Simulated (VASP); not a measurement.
Runs of VASP 6.6.1 on In3As. The structure is that of space group Im-3m (No. 229), or close to it. The cells are those of the table. 

```tsv
task	cell	k mesh	cutoff (eV)	gap on the mesh (eV)	pressure (GPa)	relaxed volume (Å³/atom)
single point	a = 5.377 Å, angles 109.5°, 4 atoms	4 × 4 × 4	520	none	(a)	-
single point	a = 5.175 Å, angles 109.5°, 4 atoms	12 × 12 × 12	520	none	0.0	-
relaxation of cell and atoms	relaxed from a = 5.377 Å, angles 109.5°, 4 atoms	4 × 4 × 4	600	none	0.0	26.56
single point	a = 5.158 Å, angles 109.5°, 4 atoms	4 × 4 × 4	520	none	0.2	-
relaxation of cell and atoms	relaxed from a = 5.158 Å, angles 109.5°, 4 atoms	12 × 12 × 12	600	none	0.0	26.70
```

Alike in all rows: level PBE; potentials or basis VASP PAW PBE potentials, release 64 (In_d, As); no spin polarisation; smearing gaussian 0.1 eV.

Problem. Estimate the missing entries.

Solution. (a) -3.9.

Caveats: some runs use coarse meshes; spin-orbit coupling is left out, which moves the levels of the heavy elements.

A k mesh can miss the band edges, and the runs leave out spin-orbit coupling on As, In.

A gap of «none» marks levels without a gap at the run's occupations.
